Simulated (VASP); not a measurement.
# NaCr (P4/mmm) in VASP: notebook

NaCr is run at these levels: PBE; tasks: single point, relaxation of cell and atoms.

Program: VASP 6.6.1. These are calculated values, not measurements. Logs are shortened: lines on timing, memory, paths and dates and some standing lists are left out, and cuts for length are marked.

## Step 1: The cell of the first run

The structure is tetragonal, space group P4/mmm (No. 123). The conventional cell has a = 3.103 Å, b = 3.103 Å, c = 5.106 Å, α = 90.00°, β = 90.00°, γ = 90.00°. Within 4.1 Å of Na (site symmetry 4/mmm) lie 4 Na at 3.10 Å and 8 Cr at 3.37 Å. Within 4.1 Å of Cr (site symmetry 4/mmm) lie 4 Cr at 3.10 Å and 8 Na at 3.37 Å.

## Step 2: Single point, PBE, collinear spin, ferromagnetic start

The input, INCAR:

```
PREC = Accurate ; ENCUT = 520
EDIFF = 1E-6 ; ISMEAR = 0
SIGMA = 0.1 ; LREAL = False
LASPH = True ; NELM = 150
ALGO = Fast ; ISIF = 2
LWAVE = False ; LCHARG = False
ISPIN = 2 ; MAGMOM = 0 4.3
LORBIT = 11 ; LMAXMIX = 4
GGA = PE ; NBANDS = 20
```

The input, KPOINTS:

```
regular mesh
0
Gamma
  6 6 4
```

The input, POSCAR:

```
NaCr
1.0
    3.1029087244      0.0000000000      0.0000000000
    0.0000000000      3.1029087244      0.0000000000
    0.0000000000      0.0000000000      5.1055322456
Na Cr
1 1
Direct
    0.5000000000      0.5000000000      0.5000000000
    0.0000000000      0.0000000000      0.0000000000
```

Potentials or basis: VASP PAW PBE potentials, release 64 (Na_pv, Cr_pv).

On the command line:

```sh
$ cat potpaw_PBE.64/Na_pv/POTCAR potpaw_PBE.64/Cr_pv/POTCAR > POTCAR
$ mpirun -np 1 vasp_std > vasp.out
```

OUTCAR:

```text
PREC = Accurate
   ENCUT = 520
   EDIFF = 1E-6
   ISMEAR = 0
   LREAL = False
   LASPH = True
   NELM = 150
   ISIF = 2
   ISPIN = 2
   LORBIT = 11
   GGA = PE

 ion  position               nearest neighbor table
   1  0.500  0.500  0.500-
   2  0.000  0.000  0.000-

  LATTYP: Found a simple tetragonal cell.
 ALAT       =     3.1029087244
 C/A-ratio  =     1.6454020079

  Lattice vectors:

 A1 = (   3.1029087244,   0.0000000000,   0.0000000000)
 A2 = (   0.0000000000,   3.1029087244,   0.0000000000)
 A3 = (   0.0000000000,   0.0000000000,   5.1055322456)

Analysis of symmetry for initial positions (statically):
=====================================================================
 Subroutine PRICEL returns:
 Original cell was already a primitive cell.

 Routine SETGRP: Setting up the symmetry group for a
 simple tetragonal supercell.

 Subroutine GETGRP returns: Found 16 space group operations
 (whereof 16 operations were pure point group operations)
 out of a pool of 16 trial point group operations.

The static configuration has the point symmetry D_4h.

Analysis of symmetry for dynamics (positions and initial velocities):
=====================================================================
 Subroutine PRICEL returns:
 Original cell was already a primitive cell.

 Routine SETGRP: Setting up the symmetry group for a
 simple tetragonal supercell.

 Subroutine GETGRP returns: Found 16 space group operations
 (whereof 16 operations were pure point group operations)
 out of a pool of 16 trial point group operations.

The dynamic configuration has the point symmetry D_4h.

Analysis of structural, dynamic, and magnetic symmetry:
=====================================================================
 Subroutine PRICEL returns:
 Original cell was already a primitive cell.

 Routine SETGRP: Setting up the symmetry group for a
 simple tetragonal supercell.

 Subroutine GETGRP returns: Found 16 space group operations
 (whereof 16 operations were pure point group operations)
 out of a pool of 16 trial point group operations.

The overall configuration has the point symmetry D_4h.

 Subroutine INISYM returns: Found 16 space group operations
 (whereof 16 operations are pure point group operations),
 and found     1 'primitive' translations

----------------------------------------------------------------------------------------
[... 114 lines left out ...]
  volume/ion in A,a.u.               =      24.58       165.86
  Fermi-wavevector in a.u.,A,eV,Ry     =   1.192522  2.253540 19.348960  1.422108
  Thomas-Fermi vector in A             =   2.328558
   LORBIT       =     11    0 simple, 1 ext, 2 COOP (PROOUT), +10 PAW based schemes
   GGA     = PE    functional components
   LHFCALC =     F    Hartree Fock is set to
   AEXX    =    0.0000 exact exchange contribution
   IVDW    =     0    specifies the selected vdW correction
   LEPSILON=     F    determine dielectric tensor
   LRPA    =     F    only Hartree local field effects (RPA)
 spin polarized calculation
 RMM-DIIS sequential band-by-band and
 Gauss-broadening in eV      SIGMA  =   0.10
  energy-cutoff  :      520.00
  volume of cell :       49.16
 maximum number of plane-waves:      1344
 NGX is ok and might be reduce to    24
   NGX = 11   NGY = 11   NGZ = 19

 number of electron      19.0000012 magnetization       4.7956330

 Free energy of the ion-electron system (eV)
  ---------------------------------------------------
  ext. energy  EPLUGINS =         0.00000000
  ---------------------------------------------------
  free energy    TOTEN  =        -8.77476980 eV

  energy without entropy =       -8.76981630  energy(sigma->0) =       -8.77229305

 E-fermi :   2.6859     XC(G=0):  -8.6163

 val. band max:        2.6696717347   @ k =   0.5000   0.0000   0.2500
 cond. band min:       2.6860725254   @ k =   0.5000   0.1667   0.0000
 fundamental gap:      0.0164007907
 Fermi energy:         2.6858503049

 spin component 1

 k-point     1 :       0.0000    0.0000    0.0000
  band No.  band energies     occupation
      1     -41.2067      1.00000
      2     -41.1808      1.00000
      3     -41.1808      1.00000
      4     -21.5292      1.00000
      5     -21.5159      1.00000
      6     -21.5159      1.00000
[... 541 lines left out ...]
     19      15.0799      0.00000
     20      15.6684      0.00000

 [... further k-points ...]

 spin component 2

 k-point     1 :       0.0000    0.0000    0.0000
  band No.  band energies     occupation
      1     -37.1928      1.00000
      2     -37.1928      1.00000
      3     -37.1870      1.00000
      4     -21.5239      1.00000
      5     -21.5201      1.00000
      6     -21.5201      1.00000
[... 541 lines left out ...]
     19      15.4511      0.00000
     20      16.8715      0.00000

 [... further k-points ...]

------------------------ aborting loop because EDIFF is reached ----------------------------------------

  FORCE on cell =-STRESS in cart. coord.  units (eV):
  Direction    XX          YY          ZZ          XY          YZ          ZX
  --------------------------------------------------------------------------------------
  -------------------------------------------------------------------------------------
  Total        0.0158130      0.0158130      0.0021806      0.0000000     -0.0000000      0.0000000
  in kB        0.5154022      0.5154022      0.0710740      0.0000000     -0.0000000      0.0000000
  external PRESSURE =       0.3672928 kB  Pullay stress =       0.0000000 kB

 VOLUME and BASIS-vectors are now :
 -----------------------------------------------------------------------------
  energy-cutoff  :      520.00
  volume of cell :       49.16
      direct lattice vectors                 reciprocal lattice vectors
     3.102908724  0.000000000  0.000000000     0.322278252  0.000000000  0.000000000
     0.000000000  3.102908724  0.000000000     0.000000000  0.322278252  0.000000000
     0.000000000  0.000000000  5.105532246     0.000000000  0.000000000  0.195865965

 POSITION                                       TOTAL-FORCE (eV/Angst)
 -----------------------------------------------------------------------------------
      1.55145      1.55145      2.55277         0.000000      0.000000      0.000000
      0.00000      0.00000      0.00000         0.000000      0.000000      0.000000
 -----------------------------------------------------------------------------------
    total drift:                                0.000000      0.000000     -0.000000

  FREE ENERGIE OF THE ION-ELECTRON SYSTEM (eV)
  ---------------------------------------------------
  free  energy   TOTEN  =        -8.7747697974 eV

  energy  without entropy=       -8.7698162972  energy(sigma->0) =       -8.77229305

 total charge

# of ion       s       p       d       tot
------------------------------------------
    1        0.108   5.984   0.000   6.092
    2        0.290   6.089   4.077  10.455
--------------------------------------------------
tot          0.398  12.072   4.077  16.547

 magnetization (x)

# of ion       s       p       d       tot
------------------------------------------
    1       -0.010   0.005   0.000  -0.005
    2        0.062   0.052   3.965   4.079
--------------------------------------------------
tot          0.052   0.057   3.965   4.074
```

OSZICAR:

```text
N       E                     dE             d eps       ncg     rms          rms(c)
DAV:   1     0.175559471877E+03    0.17556E+03   -0.99655E+03  2416   0.999E+02
DAV:   2    -0.223996789998E+01   -0.17780E+03   -0.17169E+03  2412   0.315E+02
DAV:   3    -0.874383246785E+01   -0.65039E+01   -0.64467E+01  2880   0.688E+01
DAV:   4    -0.882458671204E+01   -0.80754E-01   -0.80643E-01  2860   0.793E+00
DAV:   5    -0.882597281117E+01   -0.13861E-02   -0.13858E-02  2880   0.104E+00    0.709E+00
RMM:   6    -0.892288619635E+01   -0.96913E-01   -0.20838E+00  2612   0.952E+00    0.899E+00
RMM:   7    -0.878073574765E+01    0.14215E+00   -0.26286E-01  2759   0.362E+00    0.236E+00
RMM:   8    -0.877280902977E+01    0.79267E-02   -0.55555E-02  2583   0.172E+00    0.653E-01
RMM:   9    -0.877478876188E+01   -0.19797E-02   -0.11290E-02  2756   0.769E-01    0.410E-01
RMM:  10    -0.877452099569E+01    0.26777E-03   -0.26190E-03  2797   0.386E-01    0.142E-01
RMM:  11    -0.877470091704E+01   -0.17992E-03   -0.64073E-04  2819   0.172E-01    0.531E-02
RMM:  12    -0.877476128841E+01   -0.60371E-04   -0.14442E-04  2926   0.936E-02    0.294E-02
RMM:  13    -0.877476832374E+01   -0.70353E-05   -0.19774E-05  3141   0.382E-02    0.131E-02
RMM:  14    -0.877477002183E+01   -0.16981E-05   -0.63318E-06  2713   0.199E-02    0.523E-03
RMM:  15    -0.877476979745E+01    0.22438E-06   -0.10225E-06  2477   0.848E-03
   1 F= -.87747698E+01 E0= -.87722930E+01  d E =-.495350E-02  mag=     4.7953
```

stdout:

```text
POSCAR found type information on POSCAR NaCr
 POSCAR found :  2 types and       2 ions
 scaLAPACK will be used
 LDA part: xc-table for (Slater+PW92), standard interpolation
 POSCAR, INCAR and KPOINTS ok, starting setup
 FFT: planning ... GRIDC
 FFT: planning ... GRID_SOFT
 FFT: planning ... GRID
 WAVECAR not read
 entering main loop
WARNING in EDDRMM: call to ZHEGV failed, returncode =   8  4     15
```

It took 49 s on 1 thread of AMD EPYC 7R13 (Zen 3), shared host; peak memory 0.16 GiB.

Results:

| Quantity | Value |
| --- | --- |
| Free energy | -8.7748 eV |
| Pressure | 0.0 GPa |
| Net moment | 4.80 μB per cell |
| Site moments | Na -0.01; Cr +4.08 μB |
| Valence electrons inside the program's atomic spheres | Na 6.09; Cr 10.46 |

## Step 3: Relaxation of cell and atoms, PBE, collinear spin, ferromagnetic start

This run uses another cell than the first one, of 16.97 Å³/atom.

The input, INCAR:

```
SYSTEM = NaCr
  PREC = Accurate
  ENCUT = 600
  EDIFF = 1E-7
  ISMEAR = 0
  SIGMA = 0.1
  LREAL = .FALSE.
  LASPH = .TRUE.
  NELM = 150
  ALGO = Fast
  ISIF = 3
  LWAVE = .FALSE.
  LCHARG = .FALSE.
  ISPIN = 2
  MAGMOM = 0 4.3
  LORBIT = 11
  LMAXMIX = 4
  GGA = PE
  IBRION = 2
  NSW = 90
  EDIFFG = -0.04
```

The input, KPOINTS:

```
Automatic mesh
0
G
  6 6 4
  0 0 0
```

The input, POSCAR:

```
NaCr
1.0
    2.9587591143      0.0000000000      0.0000000000
    0.0000000000      2.9587591143      0.0000000000
    0.0000000000      0.0000000000      3.8780878391
Na Cr
1 1
Direct
    0.5000000000      0.5000000000      0.5000000000
    0.0000000000      0.0000000000      0.0000000000
```

Potentials or basis: VASP PAW PBE potentials, release 64 (Na_pv, Cr_pv).

On the command line:

```sh
$ cat potpaw_PBE.64/Na_pv/POTCAR potpaw_PBE.64/Cr_pv/POTCAR > POTCAR
$ mpirun -np 1 vasp_std > vasp.out
```

Run time: 4.4 min. Hardware: 1 thread of AMD EPYC 7R13 (Zen 3), shared host; peak memory 0.15 GiB.

It converged, with:

| Property | Result |
| --- | --- |
| Free energy | -8.7598 eV |
| Relaxed volume | 24.41 Å³/atom |
| Relaxed cell | a = 3.106 Å, b = 3.106 Å, c = 5.061 Å, α = 90.00°, β = 90.00°, γ = 90.00° |
| Space group after relaxing (to 0.1 Å) | P4/mmm (No. 123) |
| Energy gained by relaxing | 344.8 meV/atom |
| Ionic steps | 12 |
| Pressure after relaxing | 0.0 GPa |
| Net moment | 4.79 μB per cell |
| Site moments | Na -0.01; Cr +4.08 μB |
| Valence electrons inside the program's atomic spheres | Na 6.09; Cr 10.46 |

The path:
```tsv
step	energy change (eV)	largest force (eV/Å)	pressure (GPa)	volume (Å³)
1	0.0000	0.0000	17.53	33.95
2	-0.5847	0.0000	3.22	43.91
3	-0.6312	0.0000	0.73	47.54
4	-0.6353	0.0000	-0.05	48.97
5	-0.6352	0.0000	-0.22	49.31
6	-0.6423	0.0000	-0.22	49.24
7	-0.6631	0.0000	-0.17	48.97
8	-0.6882	0.0000	0.27	48.21
9	-0.6882	0.0000	0.48	47.97
10	-0.6886	0.0000	0.39	48.07
11	-0.6890	0.0000	-0.26	49.38
12	-0.6896	0.0000	0.02	48.82
```

Final structure:
```yaml
crystal:
  lattice:
    - [3.10568, 0.00000, 0.00000]
    - [0.00000, 3.10568, 0.00000]
    - [0.00000, 0.00000, 5.06110]
  atoms:
    - { symbol: Na, position: [0.50000, 0.50000, 0.50000] }
    - { symbol: Cr, position: [0.00000, 0.00000, 0.00000] }
```

Levels at points of the mesh, in eV from the Fermi level:
Spin up:
| k point | band 10 | band 11 | band 12 | band 13 | band 14 | band 15 |
| --- | --- | --- | --- | --- | --- | --- |
| (0.00, 0.00, 0.00) | -0.65 | -0.65 | -0.33 | 0.42 | 3.15 | 6.26 |
| (0.50, 0.00, 0.00) | -1.11 | -0.89 | -0.56 | 1.00 | 3.50 | 6.26 |
| (0.50, 0.50, 0.00) | -1.06 | 0.19 | 2.09 | 2.09 | 3.68 | 6.18 |
| (0.00, 0.00, 0.50) | -1.33 | -0.66 | -0.66 | -0.33 | 6.26 | 10.46 |
| (0.50, 0.00, 0.50) | -0.89 | -0.57 | -0.45 | 0.55 | 1.54 | 3.62 |
| (0.50, 0.50, 0.50) | -0.78 | 0.19 | 2.67 | 2.67 | 3.62 | 5.47 |
Spin down:
```csv
k point,band 3,band 4,band 5,band 6,band 7,band 8,band 9,band 10,band 11,band 12
"(0.00, 0.00, 0.00)",-39.87,-24.17,-24.17,-24.17,-4.29,0.32,1.21,1.36,3.07,3.07
"(0.50, 0.00, 0.00)",-39.86,-24.29,-24.16,-24.16,-0.84,-0.19,1.14,1.54,2.82,3.21
"(0.50, 0.50, 0.00)",-39.85,-24.27,-24.27,-24.14,0.39,1.75,1.80,1.80,3.18,3.18
"(0.00, 0.00, 0.50)",-39.87,-24.17,-24.17,-24.17,-3.08,-2.42,1.23,1.91,3.04,3.04
"(0.50, 0.00, 0.50)",-39.86,-24.29,-24.16,-24.16,0.13,0.25,0.74,0.96,2.27,2.82
"(0.50, 0.50, 0.50)",-39.85,-24.27,-24.27,-24.15,0.51,1.48,1.48,2.70,3.89,4.08
```

Caveat: the k points lie up to 0.34 Å⁻¹ apart in the final cell; the volume moved by over 15 % at a fixed basis, so the end points are rough.
